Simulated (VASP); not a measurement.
A run of VASP 6.6.1 is set up as follows.

The input INCAR:

```
PREC = Accurate
ENCUT = 500
EDIFF = 1E-6
ISMEAR = 0
SIGMA = 0.2
LREAL = False
LASPH = True
NELM = 120
ALGO = Normal
ISIF = 2
LWAVE = False
LCHARG = False
GGA = PE
NBANDS = 22
GGA_COMPAT = False
```

The input KPOINTS:

```
Automatic mesh
0
Gamma
  7 7 4
```

File POSCAR:

```
IrPt2
1.0
    2.6709446574      0.0000000000      0.0000000000
   -1.3354723287      2.3131059254      0.0000000000
    0.0000000000      0.0000000000      8.0243124928
Ir Pt
1 2
Direct
    0.0000000000      0.0000000000      0.5000000000
    0.0000000000      0.0000000000      0.1720684488
    0.0000000000      0.0000000000      0.8279315512
```

Potentials or basis: VASP PAW PBE potentials, release 64 (Ir, Pt).

The run is started by

```bash
$ cat potpaw_PBE.64/Ir/POTCAR potpaw_PBE.64/Pt/POTCAR > POTCAR
$ mpirun -np 1 vasp_std > vasp.out
```

Question: Predict the pressure.

Answer: -0.4 GPa.

Question: Estimate the largest force.

Answer: 0.008 eV/Å.

Forces on the atoms (eV/Å):
```
Ir   0.000  0.000  0.000
Pt   0.000  0.000  0.008
Pt   0.000  0.000 -0.008
```

Caveat: the k points lie up to 0.39 Å⁻¹ apart.
